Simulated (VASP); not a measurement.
Here is a VASP 6.6.1 calculation.

Contents of INCAR:

```
PREC = Accurate ; ENCUT = 520
EDIFF = 1E-6 ; ISMEAR = 0
SIGMA = 0.1 ; LREAL = F
LASPH = T ; NELM = 80
ALGO = Fast ; ISIF = 2
LWAVE = F ; LCHARG = F
GGA = PE ; NBANDS = 48
```

File KPOINTS:

```
Automatic mesh
0
Gamma
  6 6 6
```

POSCAR

```
Nb2Te6Mo
1.0
    3.1338831558      1.8093482836      7.8152682669
   -3.1338831558      1.8093482836      7.8152682669
    0.0000000000     -3.6186965672      7.8152682669
Nb Te Mo
2 6 1
Direct
    0.8332741072      0.8332741072      0.8332741072
    0.1667258928      0.1667258928      0.1667258928
    0.9078362385      0.5791134087      0.2498088147
    0.2498088147      0.9078362385      0.5791134087
    0.5791134087      0.2498088147      0.9078362385
    0.0921637615      0.4208865913      0.7501911853
    0.4208865913      0.7501911853      0.0921637615
    0.7501911853      0.0921637615      0.4208865913
    0.5000000000      0.5000000000      0.5000000000
```

Potentials or basis: VASP PAW PBE potentials, release 64 (Nb_sv, Te, Mo_sv).

The run is started by

```bash
$ cat potpaw_PBE.64/Nb_sv/POTCAR potpaw_PBE.64/Te/POTCAR potpaw_PBE.64/Mo_sv/POTCAR > POTCAR
$ mpirun -np 1 vasp_std > vasp.out
```

Problem. What does it give for the pressure?

Solution. -0.1 GPa.

Problem. What does it give for the band gap on the k mesh?

Solution. Zero (bands 38 and 39 overlap by 1.39 eV).

Stress tensor (GPa, compression positive):
```
-0.10  0.00  0.00
 0.00 -0.10  0.00
 0.00  0.00 -0.02
```

Caveat: spin-orbit coupling is left out, which moves the levels of the heavy elements.
